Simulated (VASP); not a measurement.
A run of VASP 6.6.1 is set up as follows.

The input INCAR:

```
PREC = Accurate
ENCUT = 520
EDIFF = 1E-7
ISMEAR = -1
SIGMA = 0.1
LREAL = False
LASPH = True
NELM = 100
ALGO = Normal
ISIF = 2
LWAVE = False
LCHARG = False
GGA = RP
NBANDS = 16
```

The input KPOINTS:

```
Automatic mesh
0
Gamma
  9 9 10
```

Contents of POSCAR:

```
Se
1.0
    4.8321013143      0.0000000000      0.0000000000
   -2.4160506572      4.1847224919      0.0000000000
    0.0000000000      0.0000000000      3.5458327718
Se
3
Direct
    1.0000000000      0.0000000000      0.0000000000
    0.3333333333      0.6666666667      0.5000000000
    0.6666666667      0.3333333333      0.5000000000
```

Potentials or basis: VASP PAW PBE potentials, release 64 (Se).

Launch:

```sh
$ cat potpaw_PBE.64/Se/POTCAR > POTCAR
$ mpirun -np 1 vasp_std > vasp.out
```

**Question.** Estimate the band gap on the k mesh.

**Answer.** Zero (bands 9 and 10 overlap by 2.49 eV).

**Question.** What does it give for the pressure?

**Answer.** -3.8 GPa.

Stress tensor (GPa, compression positive):
```
-4.63  0.00  0.00
 0.00 -4.63  0.00
 0.00  0.00 -2.08
```

Caveat: the cell stands under tension; the PAW data sets were made with another functional, which shifts forces and pressure a little.
